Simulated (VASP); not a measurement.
# NaF (I4/mmm) in VASP: G0W0 quasiparticle levels with PBE

Aim: the G0W0 quasiparticle levels of NaF with PBE.

Program: VASP 6.6.1. These are calculated values, not measurements. Logs are shortened: lines on timing, memory, paths and dates and some standing lists are left out, and cuts for length are marked.

**1. The cell of the first run**

The structure is tetragonal, space group I4/mmm (No. 139). Conventional cell: a = 3.249 Å, b = 3.249 Å, c = 4.571 Å, α = 90.00°, β = 90.00°, γ = 90.00°. Na (site symmetry 4/mmm) has 6 F at 2.29 to 2.30 Å within 3.0 Å. F (site symmetry 4/mmm) has 6 Na at 2.29 to 2.30 Å within 3.0 Å.

**2. G0W0 quasiparticle levels, PBE**

POSCAR

```
NaF
1.0
    0.0000000000      2.2971680800      2.2856822396
    2.2971680800      0.0000000000      2.2856822396
    2.2971680800      2.2971680800      0.0000000000
Na F
1 1
Direct
    0.0000000000      0.0000000000      0.0000000000
    0.5000000000      0.5000000000      0.5000000000
```

INCAR.step1

```
SYSTEM = NaF
PREC = Accurate ; ENCUT = 500
EDIFF = 1E-8 ; ISMEAR = 0
SIGMA = 0.01 ; LREAL = .FALSE.
LASPH = .TRUE. ; NELM = 80
ALGO = Normal ; LWAVE = .TRUE.
LCHARG = .FALSE. ; GGA = PE
```

INCAR.step2

```
SYSTEM = NaF
PREC = Accurate ; ENCUT = 500
EDIFF = 1E-8 ; ISMEAR = 0
SIGMA = 0.01 ; LREAL = .FALSE.
LASPH = .TRUE. ; NELM = 1
ALGO = Exact ; LWAVE = .TRUE.
LCHARG = .FALSE. ; GGA = PE
NBANDS = 108 ; LOPTICS = .TRUE.
ISTART = 1
```

INCAR.step3

```
SYSTEM = NaF
PREC = Accurate ; ENCUT = 500
EDIFF = 1E-8 ; ISMEAR = 0
SIGMA = 0.01 ; LREAL = .FALSE.
LASPH = .TRUE. ; ALGO = EVGW0
LWAVE = .FALSE. ; LCHARG = .FALSE.
GGA = PE ; NELMGW = 1
NBANDS = 108 ; ENCUTGW = 150.0
NOMEGA = 96 ; PRECFOCK = Fast
ISTART = 1 ; NBANDSGW = 16
OMEGAMAX = 20
```

KPOINTS

```
Automatic mesh
0
G
  6 6 6
  0 0 0
```

Potentials or basis: VASP PAW PBE potentials, release 64 (Na_sv_GW, F_GW).

The run is started by

```sh
$ cat potpaw_PBE.64/Na_sv_GW/POTCAR potpaw_PBE.64/F_GW/POTCAR > POTCAR
$ cp INCAR.step1 INCAR
$ mpirun -np 1 vasp_std > vasp.out
$ cp INCAR.step2 INCAR
$ mpirun -np 1 vasp_std > vasp.out
$ cp INCAR.step3 INCAR
$ mpirun -np 1 vasp_std > vasp.out
```

OUTCAR:

```text
SYSTEM = NaF
   PREC = Accurate
   ENCUT = 500
   EDIFF = 1E-8
   ISMEAR = 0
   LREAL = .FALSE.
   LASPH = .TRUE.
   GGA = PE
   NELMGW = 1
   ENCUTGW = 150.0
   PRECFOCK = Fast
   ISTART = 1

 ion  position               nearest neighbor table
   1  0.000  0.000  0.000-   2 2.29   2 2.29   2 2.30   2 2.30   2 2.30   2 2.30
   2  0.500  0.500  0.500-   1 2.29   1 2.29   1 2.30   1 2.30   1 2.30   1 2.30

  LATTYP: Found a body centered tetragonal cell.
 ALAT       =     3.2486862538
 C/A-ratio  =     1.4071424946

  Lattice vectors:

 A1 = (   0.0000000000,  -2.2971680800,  -2.2856822396)
 A2 = (   0.0000000000,   2.2971680800,  -2.2856822396)
 A3 = (   2.2971680800,   0.0000000000,   2.2856822396)

Analysis of symmetry for initial positions (statically):
=====================================================================
 Subroutine PRICEL returns:
 Original cell was already a primitive cell.

 Routine SETGRP: Setting up the symmetry group for a
 body centered tetragonal supercell.

 Subroutine GETGRP returns: Found 16 space group operations
 (whereof 16 operations were pure point group operations)
 out of a pool of 16 trial point group operations.

The static configuration has the point symmetry D_4h.

Analysis of symmetry for dynamics (positions and initial velocities):
=====================================================================
 Subroutine PRICEL returns:
 Original cell was already a primitive cell.

 Routine SETGRP: Setting up the symmetry group for a
 body centered tetragonal supercell.

 Subroutine GETGRP returns: Found 16 space group operations
 (whereof 16 operations were pure point group operations)
 out of a pool of 16 trial point group operations.

The dynamic configuration has the point symmetry D_4h.

 Subroutine INISYM returns: Found 16 space group operations
 (whereof 16 operations are pure point group operations),
 and found     1 'primitive' translations

----------------------------------------------------------------------------------------

                                     Primitive cell

  volume of cell :      24.1230

  direct lattice vectors                    reciprocal lattice vectors
     0.000000000  2.297168080  2.285682240    -0.217659302  0.217659302  0.218753067
     2.297168080  0.000000000  2.285682240     0.217659302 -0.217659302  0.218753067
     2.297168080  2.297168080  0.000000000     0.217659302  0.217659302 -0.218753067

  length of vectors
     3.240574716  3.240574716  3.248686254     0.377629511  0.377629511  0.377629511

  position of ions in fractional coordinates (direct lattice)
     0.000000000  0.000000000  0.000000000
     0.500000000  0.500000000  0.500000000

  ion indices of the primitive-cell ions
   primitive index   ion index
                 1           1
                 2           2

----------------------------------------------------------------------------------------

 KPOINTS: Automatic mesh

Automatic generation of k-mesh.
 Grid dimensions read from file:
 generate k-points for:    6    6    6

 Generating k-lattice:

  Cartesian coordinates                     Fractional coordinates (reciprocal lattice)
    -0.036276550  0.036276550  0.036458844     0.166666667  0.000000000  0.000000000
     0.036276550 -0.036276550  0.036458844     0.000000000  0.166666667  0.000000000
     0.036276550  0.036276550 -0.036458844    -0.000000000 -0.000000000  0.166666667

  Length of vectors
     0.062938252  0.062938252  0.062938252

  Shift w.r.t. Gamma in fractional coordinates (k-lattice)
     0.000000000  0.000000000  0.000000000

 Subroutine IBZKPT returns following result:
 ===========================================

 Found     30 irreducible k-points:

 Following reciprocal coordinates:
            Coordinates               Weight
  0.000000  0.000000  0.000000      1.000000
  0.166667 -0.000000  0.000000      8.000000
  0.333333  0.000000  0.000000      8.000000
  0.500000 -0.000000  0.000000      4.000000
  0.166667  0.166667  0.000000      2.000000
  0.333333  0.166667  0.000000      8.000000
[... 16 lines left out ...]
  0.333333  0.000000  0.333333      4.000000
  0.500000 -0.000000  0.333333     16.000000
 [... further k-points ...]
   k-points           NKPTS =     30   k-points in BZ     NKDIM =    216   number of bands    NBANDS=    108
   number of dos      NEDOS =    301   number of ions     NIONS =      2
   total plane-waves  NPLWV =  13824
   dimension x,y,z NGX =    24 NGY =   24 NGZ =   24
   dimension x,y,z NGXF=    48 NGYF=   48 NGZF=   48
   ions per type =               1   1
   NGX,Y,Z   is equivalent  to a cutoff of  12.31, 12.31, 12.28 a.u.
   NGXF,Y,Z  is equivalent  to a cutoff of  24.62, 24.62, 24.56 a.u.
 SYSTEM =  NaF
   PREC   = accura    normal or accurate (medium, high low for compatibility)
   ISTART =      1    job   : 0-new  1-cont  2-samecut
   ICHARG =      0    charge: 1-file 2-atom 10-const
   ISPIN  =      1    spin polarized calculation?
   LNONCOLLINEAR =      F non collinear calculations
   LSORBIT =      F    spin-orbit coupling
   LASPH  =      T    aspherical Exc in radial PAW
   ENCUT  =  500.0 eV  36.75 Ry    6.06 a.u.   5.91  5.91  5.92*2*pi/ulx,y,z
   NELM   =     60;   NELMIN=  2; NELMDL=  0     # of ELM steps
   EDIFF  = 0.1E-07   stopping-criterion for ELM
   LREAL  =      F    real-space projection
   EDIFFG = 0.1E-06   stopping-criterion for IOM
   NSW    =      0    number of steps for IOM
   IBRION =     -1    ionic relax: 0-MD 1-quasi-New 2-CG
   NFREE  =      0    steps in history (QN), initial steepest desc. (CG)
   ISIF   =      0    stress and relaxation
   ISYM   =      3    0-nonsym 1-usesym 2-fastsym
   POTIM  = 0.5000    time-step for ionic-motion
   TEBEG  =    0.0;   TEEND  =   0.0 temperature during run
   PSTRESS=    0.0 pullay stress
   NELECT =      16.0000    total number of electrons
   NUPDOWN=      -1.0000    fix difference up-down
   EMIN   =  10.00;   EMAX   =-10.00  energy-range for DOS
   EFERMI =   0.00;   METHOD = LEGACY
   ISMEAR =     0;   SIGMA  =   0.01  broadening in eV -4-tet -1-fermi 0-gaus
   EFERMI_NEDOS =   21; number of points for ismear=-14 and -15
   IALGO  =     38    algorithm
   IMIX   =      4    mixing-type and parameters
     AMIX     =   0.40;   BMIX     =  1.00
     AMIX_MAG =   1.60;   BMIX_MAG =  1.00
  volume/ion in A,a.u.               =      12.06        81.40
  Fermi-wavevector in a.u.,A,eV,Ry     =   1.427702  2.697966 27.733220  2.038334
  Thomas-Fermi vector in A             =   2.547843
   LORBIT       =      0    0 simple, 1 ext, 2 COOP (PROOUT), +10 PAW based schemes
   GGA     = PE    functional components
   LHFCALC =     T    Hartree Fock is set to
   PRECFOCK=fast      Normal, Fast or Accurate (Low or Medium for compatibility)
   ENCUT4O =  -1.0   cutoff for four orbital integrals eV
   NKREDX  =     1    reduce k-point grid by
   NKREDY  =     1    reduce k-point grid by
   NKREDZ  =     1    reduce k-point grid by
   AEXX    =    1.0000 exact exchange contribution
   HFSCREEN=    0.0000 screening length (either q_TF or 0.3 A-1)
   HFSCREENC=   0.0000 screening length for correlation (either q_TF or 0.3 A-1)
   ENCUTFOCK=  -1.0 apply spherical cutoff to Coloumb kernel
   IVDW    =     0    specifies the selected vdW correction
   LEPSILON=     F    determine dielectric tensor
   LRPA    =     F    only Hartree local field effects (RPA)
   LRPAFORCE           =     F    calculate RPA forces
   ENCUTGW             = 150.0    cutoff for response function in eV
   ENCUTGWSOFT         = 120.0    soft cutoff for Coulomb kernel in GW response function in eV
   ENCUTLF             =  -1.0    cutoff for local field effects
   NELMGW              =     1    number of iterations in solving QP/BSE equation
   NELMHF              =     1    number of iterations in the inner HF iteration
   NKREDLFX            =     1    NKREDLFY  =   1   NKREDLFZ  =   1
 non-spin polarized calculation
 Gauss-broadening in eV      SIGMA  =   0.01
  energy-cutoff  :      500.00
  volume of cell :       24.12
 maximum number of plane-waves:       628
  NGX = 14; NGY = 14; NGZ = 14
   NGX = 11   NGY = 11   NGZ = 11
 maximum number of plane-waves:       113

 QP shifts <psi_nk| G(iteration)W_0 |psi_nk>: iteration 1
 for sc-GW calculations column KS-energies equals QP-energies in previous step
 and V_xc(KS)=  KS-energies - (<T + V_ion + V_H > + <T+V_H+V_ion>^1  + <V_x>^1)

 k-point   1 :       0.0000    0.0000    0.0000
  band No.  KS-energies  QP-energies   sigma(KS)   V_xc(KS)     V^pw_x(r,r')   Z            occupation Imag(sigma)

      1     -48.6536     -58.4415     -41.4011     -29.2461     -49.1129       0.8053       2.0000       0.1907
      2     -20.8900     -24.9712     -28.3439     -22.6965     -36.8145       0.7227       2.0000       0.7430
      3     -20.5372     -26.9762     -35.9976     -28.4005     -41.4666       0.8476       2.0000       0.0327
      4     -20.5372     -26.9762     -35.9976     -28.4005     -41.4666       0.8476       2.0000       0.0327
      5     -20.5372     -26.9762     -35.9976     -28.4005     -41.4666       0.8476       2.0000       0.0327
      6      -1.6830      -4.3945     -25.7526     -22.3830     -30.2239       0.8047       2.0000       0.0424
[... 8 lines left out ...]
     15      22.7238      24.7217      -6.3443      -8.6222      -2.8338       0.8770       0.0000      -0.0942
     16      25.6847      28.3177      -8.5762     -11.6204      -4.5763       0.8649       0.0000      -0.2610

 k-point   2 :       0.1667   -0.0000    0.0000
  band No.  KS-energies  QP-energies   sigma(KS)   V_xc(KS)     V^pw_x(r,r')   Z            occupation Imag(sigma)

      1     -48.6498     -58.4453     -41.4091     -29.2533     -49.1207       0.8058       2.0000       0.1897
      2     -21.1547     -25.9548     -30.6312     -24.2886     -38.0800       0.7568       2.0000       0.5121
      3     -20.5404     -26.9781     -35.9895     -28.3937     -41.4580       0.8475       2.0000       0.0318
      4     -20.5404     -26.9781     -35.9895     -28.3937     -41.4580       0.8475       2.0000       0.0318
      5     -20.2361     -25.7354     -33.7473     -26.8557     -40.2368       0.7980       2.0000       0.2568
      6      -2.1817      -4.9835     -24.6233     -21.1260     -28.9170       0.8011       2.0000       0.0423
[... 8 lines left out ...]
     15      23.0224      24.4630      -6.0173      -7.6567      -2.2000       0.8788       0.0000      -0.4313
     16      26.2165      28.3440      -6.6634      -9.0319      -2.8068       0.8983       0.0000      -0.4138

 k-point   3 :       0.3333    0.0000    0.0000
  band No.  KS-energies  QP-energies   sigma(KS)   V_xc(KS)     V^pw_x(r,r')   Z            occupation Imag(sigma)

      1     -48.6422     -58.4538     -41.4249     -29.2675     -49.1364       0.8071       2.0000       0.1880
      2     -21.4185     -26.4694     -31.1645     -24.6021     -38.3072       0.7697       2.0000       0.4476
      3     -20.5480     -26.9853     -35.9712     -28.3791     -41.4380       0.8479       2.0000       0.0300
      4     -20.5459     -26.9831     -35.9750     -28.3813     -41.4435       0.8477       2.0000       0.0302
      5     -19.9032     -25.1043     -33.2896     -26.6425     -40.0817       0.7825       2.0000       0.3104
      6      -2.9880      -5.9686     -23.3634     -19.6421     -27.5359       0.8010       2.0000       0.0451
[... 394 lines left out ...]
      1     -48.6388     -58.4443     -41.4308     -29.2739     -49.1431       0.8066       2.0000       0.1873
      2     -21.1032     -26.1510     -31.5080     -24.9423     -38.5956       0.7688       2.0000       0.4192
      3     -20.5807     -27.0061     -35.8997     -28.3006     -41.3591       0.8455       2.0000       0.0360
      4     -20.5807     -27.0061     -35.8997     -28.3006     -41.3591       0.8455       2.0000       0.0360
      5     -20.2169     -25.4025     -32.9087     -26.2618     -39.7451       0.7802       2.0000       0.3246
      6      -2.8656      -5.8393     -23.6926     -19.9784     -27.9187       0.8006       2.0000       0.0446
[... 8 lines left out ...]
     15      25.4586      27.5964      -6.5770      -9.0237      -2.9294       0.8738       0.0000      -0.1418
     16      29.7915      31.7982      -6.2135      -8.5230      -2.3232       0.8689       0.0000      -0.4072

 k-point  24 :       0.5000   -0.0000    0.3333
  band No.  KS-energies  QP-energies   sigma(KS)   V_xc(KS)     V^pw_x(r,r')   Z            occupation Imag(sigma)

      1     -48.6351     -58.4566     -41.4378     -29.2808     -49.1505       0.8079       2.0000       0.1866
      2     -21.0696     -26.1808     -31.7760     -25.1571     -38.7817       0.7722       2.0000       0.3944
      3     -20.6334     -27.0341     -35.7278     -28.1399     -41.1915       0.8435       2.0000       0.0426
      4     -20.5841     -27.0086     -35.8903     -28.2934     -41.3491       0.8457       2.0000       0.0351
      5     -20.1971     -25.3234     -32.7724     -26.1697     -39.6749       0.7764       2.0000       0.3391
      6      -2.9215      -5.9220     -23.7556     -20.0048     -28.0070       0.8000       2.0000       0.0452
[... 8 lines left out ...]
     15      25.8712      27.9287      -6.5997      -8.9543      -2.8442       0.8738       0.0000      -0.2449
     16      28.8311      30.9647      -6.3699      -8.7968      -2.6038       0.8792       0.0000      -0.3049

 [... further k-points ...]
```

Wall time 8.4 min (1 thread of Intel Xeon Platinum 8559C (Emerald Rapids), shared host); peak memory 0.59 GiB.

Results:

```yaml
Quasiparticle_gap: 10.72 eV
Least_direct_quasiparticle_gap: 10.72 eV
Band_gap_of_the_starting_levels_on_the_mesh: 6.50 eV
Least_direct_gap_of_the_starting_levels_on_the_mesh: 6.50 eV
```

Caveat: the k points lie up to 0.40 Å⁻¹ apart; bands, screening cutoff and mesh are small and nothing is extrapolated, so the quasiparticle values aren't converged.
